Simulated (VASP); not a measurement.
# AlRu (Pm-3m) in VASP: notebook, part 2 of 2

VASP 6.6.1. Earlier steps stand in the parts before.

## (4) Single point, PBEsol

File INCAR:

```
ALGO     = Normal         # electronic algorithm
EDIFF    = 1E-7           # SCF threshold, eV
ENCUT    = 520            # plane-wave cutoff, eV
GGA      = PS             # functional
ISIF     = 2              # what is computed and relaxed
ISMEAR   = 1              # smearing method
LASPH    = T              # aspherical terms in the spheres
LCHARG   = F              # write CHGCAR
LREAL    = F              # projectors in reciprocal space
LWAVE    = F              # write WAVECAR
NBANDS   = 16             # bands
NELM     = 100            # most SCF steps
PREC     = Accurate       # precision mode
SIGMA    = 0.1            # smearing width, eV
```

File KPOINTS:

```
k-points
0
Gamma
  11 11 11
```

File POSCAR:

```
AlRu
1.0
    2.9916000000      0.0000000000      0.0000000000
    0.0000000000      2.9916000000      0.0000000000
    0.0000000000      0.0000000000      2.9916000000
Al Ru
1 1
Direct
    0.0000000000      0.0000000000      0.0000000000
    0.5000000000      0.5000000000      0.5000000000
```

Potentials or basis: VASP PAW PBE potentials, release 64 (Al, Ru_pv).

The run is started by

```
cat potpaw_PBE.64/Al/POTCAR potpaw_PBE.64/Ru_pv/POTCAR > POTCAR
mpirun -np 1 vasp_std > vasp.out
```

OUTCAR:

```text
EDIFF = 1E-7
   ENCUT = 520
   GGA = PS
   ISIF = 2
   ISMEAR = 1
   LASPH = T
   LREAL = F
   NELM = 100
   PREC = Accurate

 ion  position               nearest neighbor table
   1  0.000  0.000  0.000-   2 2.59   2 2.59   2 2.59   2 2.59   2 2.59   2 2.59   2 2.59   2 2.59

   2  0.500  0.500  0.500-   1 2.59   1 2.59   1 2.59   1 2.59   1 2.59   1 2.59   1 2.59   1 2.59

  LATTYP: Found a simple cubic cell.
 ALAT       =     2.9916000000

  Lattice vectors:

[... 641 lines left out ...]

 [... further k-points ...]

------------------------ aborting loop because EDIFF is reached ----------------------------------------

  FORCE on cell =-STRESS in cart. coord.  units (eV):
  Direction    XX          YY          ZZ          XY          YZ          ZX
  --------------------------------------------------------------------------------------
  -------------------------------------------------------------------------------------
  Total       -0.5395952     -0.5395952     -0.5395952     -0.0000000      0.0000000     -0.0000000
  in kB      -32.2900051    -32.2900051    -32.2900051     -0.0000000      0.0000000     -0.0000000
  external PRESSURE =     -32.2900051 kB  Pullay stress =       0.0000000 kB

 VOLUME and BASIS-vectors are now :
 -----------------------------------------------------------------------------
  energy-cutoff  :      520.00
  volume of cell :       26.77
      direct lattice vectors                 reciprocal lattice vectors
     2.991600000  0.000000000  0.000000000     0.334269287  0.000000000  0.000000000
     0.000000000  2.991600000  0.000000000     0.000000000  0.334269287  0.000000000
     0.000000000  0.000000000  2.991600000     0.000000000  0.000000000  0.334269287

 POSITION                                       TOTAL-FORCE (eV/Angst)
 -----------------------------------------------------------------------------------
      0.00000      0.00000      0.00000         0.000000      0.000000      0.000000
      1.49580      1.49580      1.49580         0.000000      0.000000      0.000000
 -----------------------------------------------------------------------------------
    total drift:                                0.000000     -0.000000     -0.000000

  FREE ENERGIE OF THE ION-ELECTRON SYSTEM (eV)
  ---------------------------------------------------
  free  energy   TOTEN  =       -15.5070522446 eV

  energy  without entropy=      -15.5059192215  energy(sigma->0) =      -15.50667457
```

OSZICAR:

```text
N       E                     dE             d eps       ncg     rms          rms(c)
DAV:   1     0.113371538051E+03    0.11337E+03   -0.90770E+03  1824   0.979E+02
DAV:   2    -0.144601520823E+02   -0.12783E+03   -0.12177E+03  2104   0.289E+02
DAV:   3    -0.162878617385E+02   -0.18277E+01   -0.18227E+01  2256   0.366E+01
DAV:   4    -0.163015929073E+02   -0.13731E-01   -0.13709E-01  2304   0.328E+00
DAV:   5    -0.163017978924E+02   -0.20499E-03   -0.20484E-03  2152   0.383E-01    0.132E+01
DAV:   6    -0.156058849297E+02    0.69591E+00   -0.26692E+00  2008   0.176E+01    0.236E+00
DAV:   7    -0.155262677239E+02    0.79617E-01   -0.20834E-01  1952   0.501E+00    0.202E+00
DAV:   8    -0.155072607807E+02    0.19007E-01   -0.18737E-02  2088   0.936E-01    0.213E-01
DAV:   9    -0.155070696886E+02    0.19109E-03   -0.27475E-04  2224   0.116E-01    0.132E-01
DAV:  10    -0.155070534860E+02    0.16203E-04   -0.25396E-05  2016   0.543E-02    0.871E-03
DAV:  11    -0.155070527308E+02    0.75519E-06   -0.11801E-06  2376   0.117E-02    0.319E-03
DAV:  12    -0.155070522482E+02    0.48262E-06   -0.37869E-08  1408   0.210E-03    0.253E-04
DAV:  13    -0.155070522446E+02    0.35700E-08   -0.22665E-09  1104   0.483E-04
   1 F= -.15507052E+02 E0= -.15506675E+02  d E =-.113302E-02
```

It took 12 s on 1 thread of Intel Xeon Platinum 8488C (Sapphire Rapids), shared host; peak memory 0.15 GiB.

Results:

| Item | Value |
| --- | --- |
| Free energy | -15.5071 eV |
| Pressure | -3.2 GPa |

Caveat: the PAW data sets were made with another functional, which shifts forces and pressure a little.

## (5) Single point, RPBE

File INCAR:

```
PREC = Accurate
ENCUT = 520
EDIFF = 1E-7
ISMEAR = 1
SIGMA = 0.1
LREAL = False
LASPH = True
NELM = 80
ALGO = Normal
ISIF = 2
LWAVE = False
LCHARG = False
GGA = RP
NBANDS = 16
```

File KPOINTS:

```
regular mesh
0
Gamma
  11 11 11
```

POSCAR is that of step 4.

The run is started by

```
cat potpaw_PBE.64/Al/POTCAR potpaw_PBE.64/Ru_pv/POTCAR > POTCAR
mpirun -np 1 vasp_std > vasp.out
```

Run time: 12 s. Hardware: 1 thread of Intel Xeon Platinum 8488C (Sapphire Rapids), shared host; peak memory 0.15 GiB.

The run converged. Its results:

```
Free energy : -13.3476 eV
Pressure    : 6.0 GPa
```

Levels at points of the mesh, in eV from the Fermi level:
```
           k point  band 7  band 8  band 9  band 10  band 11  band 12
(0.00, 0.00, 0.00)    0.17    0.17    0.17     6.11     6.11     6.11
```

Caveat: the PAW data sets were made with another functional, which shifts forces and pressure a little.

## (6) Single point, r2SCAN

POSCAR is that of step 5.

File INCAR.step1:

```
  ALGO = Normal
  EDIFF = 1E-4
  ENCUT = 520
  GGA = PE
  ISMEAR = 1
  LASPH = True
  LCHARG = False
  LREAL = False
  LWAVE = True
  NBANDS = 16
  NELM = 100
  PREC = Accurate
  SIGMA = 0.1
```

File INCAR.step2:

```
  ALGO = Normal
  EDIFF = 1E-6
  ENCUT = 520
  ISIF = 2
  ISMEAR = 1
  ISTART = 1
  LASPH = True
  LCHARG = False
  LMIXTAU = True
  LREAL = False
  LWAVE = False
  METAGGA = R2SCAN
  NBANDS = 16
  NELM = 100
  PREC = Accurate
  SIGMA = 0.1
```

File KPOINTS:

```
k-points
0
Gamma
  11 11 11
```

Potentials or basis: VASP PAW PBE potentials, release 64 (Al, Ru_pv).

The run is started by

```
cat potpaw_PBE.64/Al/POTCAR potpaw_PBE.64/Ru_pv/POTCAR > POTCAR
cp INCAR.step1 INCAR
mpirun -np 1 vasp_std > vasp.out
cp INCAR.step2 INCAR
mpirun -np 1 vasp_std > vasp.out
```

Run time: 50 s. Hardware: 1 thread of Intel Xeon Platinum 8488C (Sapphire Rapids), shared host; peak memory 0.15 GiB.

The run converged. Its results:

```yaml
Free_energy: -33.6013 eV
Pressure: -1.9 GPa
```

Levels at points of the mesh, in eV from the Fermi level:
```
           k point  band 5  band 6  band 7  band 8  band 9  band 10  band 11  band 12  band 13  band 14
(0.00, 0.00, 0.00)   -3.70   -3.70    0.14    0.14    0.14     6.49     6.49     6.49    10.34    11.44
```

Caveat: the PAW data sets were made with another functional, which shifts forces and pressure a little.

## (7) The runs side by side

| level | gap on the mesh (eV) | pressure (GPa) |
| --- | --- | --- |
| BLYP | none | 9.7 |
| PBE | none | 2.6 |
| PBEsol | none | -3.2 |
| RPBE | none | 6.0 |
| r2SCAN | none | -1.9 |

Alike in all rows: task single point; potentials or basis VASP PAW PBE potentials, release 64 (Al, Ru_pv); no spin polarisation; cell as given; k mesh 11 × 11 × 11; cutoff (eV) 520; smearing methfessel-paxton 0.1 eV.

Every run on the cell as given and a fine mesh finds a metal. The pressure there spans -3.2 GPa (PBEsol) to 9.7 GPa (BLYP); a positive pressure means that this level wants a larger cell, a negative one a smaller.

Caveats: the PAW data sets were made with another functional, which shifts forces and pressure a little (some runs).

Absolute energies hang on the potentials; compare differences alone.
